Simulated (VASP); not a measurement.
Wanted: the native input for a VASP 6.6.1 run.

```yaml
Task: single point
Functional: PBE
Potentials_or_basis: VASP PAW PBE potentials, release 64 (Na_pv, Cl)
Cutoff: 520 eV
k_mesh: 8 × 8 × 8
Occupations: fermi-dirac, width 0.02 eV
Spin: no spin polarisation
Dipole_correction: no
Further_INCAR_settings: ALGO = Normal; EDIFF = 1e-06; NBANDS = 14
```

The structure of NaCl lies in POSCAR:

```
NaCl
1.0
    3.4595458397      0.0077839781      0.0000000000
    0.0077839781      3.4595458397      0.0000000000
    0.0000000000      0.0000000000      3.4595458397
Na Cl
1 1
Direct
    0.0000000000      0.0000000000      0.0000000000
    0.5000000000      0.5000000000      0.5000000000
```

This cell differs from its parent crystal: shear xy strain +0.5%.

The input as run:

INCAR

```
ALGO = Normal
EDIFF = 1E-6
ENCUT = 520
GGA = PE
ISIF = 2
ISMEAR = -1
LASPH = T
LCHARG = F
LREAL = F
LWAVE = F
NBANDS = 14
NELM = 80
PREC = Accurate
SIGMA = 0.02
```

KPOINTS

```
k-points
0
Gamma
  8 8 8
```

Potentials or basis: VASP PAW PBE potentials, release 64 (Na_pv, Cl).

Launch:

```bash
$ cat potpaw_PBE.64/Na_pv/POTCAR potpaw_PBE.64/Cl/POTCAR > POTCAR
$ mpirun -np 1 vasp_std > vasp.out
```

It gave:

```json
{"Pressure": "1.1 GPa", "Band gap on the k mesh": "4.10 eV (least direct gap 4.62 eV)"}
```

Caveat: the cell differs from its parent crystal (shear xy strain +0.5%).

Run time: 34 s on 1 thread of AMD EPYC 7R13 Processor (Zen 3), on a shared host, peak memory 0.15 GiB.
